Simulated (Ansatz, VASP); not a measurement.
# Two plane-wave programs on BN

```
CELL_PARAMETERS angstrom
2.51200 0.00000 0.00000
-1.25600 2.17546 0.00000
0.00000 0.00000 26.00000
ATOMIC_POSITIONS crystal
B 0.00000 0.00000 0.51648
N 0.66667 0.33333 0.48352
```

Alike in both runs: task single point; functional PBE; dispersion D3(BJ); k mesh 12 × 12 × 1; occupations gaussian, width 0.02 eV; no spin polarisation.

|  | VASP | Ansatz |
| --- | --- | --- |
| version | VASP 6.6.1 | Ansatz 0.2.0 |
| potentials or method | VASP PAW PBE potentials, release 64 (B, N), cutoff 520 eV | scalar-relativistic, plane waves, PAW |
| valence electrons in the cell | 8 | 8 |

|  | VASP | Ansatz | Ansatz less VASP |
| --- | --- | --- | --- |
| gap on the k mesh at the Fermi level (eV) | none | none | - |
| rms of the force components (eV/Å) | 5.092 | 5.082 | -0.0096 |
| work function, face that differs most (eV) | 4.23 | 4.24 | +0.012 |

Atom by atom the forces differ by 0.010 eV/Å (rms over components). A gap of «none» marks a metal or a gap that the smearing closes.
